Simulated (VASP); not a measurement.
F, 4 atoms in the cell. The structure is monoclinic, space group C2/m (No. 12). The conventional cell has a = 5.914 Å, b = 3.389 Å, c = 7.139 Å, α = 90.00°, β = 112.50°, γ = 90.00°. F (site symmetry m) has 1 F at 1.29 Å within 1.7 Å. F (site symmetry m) has 1 F at 1.33 Å within 1.8 Å. 

* Program: VASP 6.6.1
* Task: single point
* Functional: PBEsol
* Potentials or basis: VASP PAW PBE potentials, release 64 (F)
* Cutoff: 520 eV
* k mesh: 4 × 4 × 2
* Occupations: gaussian, width 0.05 eV
* Spin: no spin polarisation
* Dipole correction: no
* Further INCAR settings: ALGO = Normal; EDIFF = 1e-07; NBANDS = 22

Potentials or basis: VASP PAW PBE potentials, release 64 (F).

The run is started by

```console
$ cat potpaw_PBE.64/F/POTCAR > POTCAR
$ mpirun -np 1 vasp_std > vasp.out
```

Hardware: 1 thread of Intel Xeon 6975P-C, with other jobs on the host.

Problem. Estimate the wall time of this run.

Solution. It took 37 s on 1 thread of Intel Xeon 6975P-C (shared host), peak memory 0.18 GiB. Counts: scf iterations 14, k points 14.
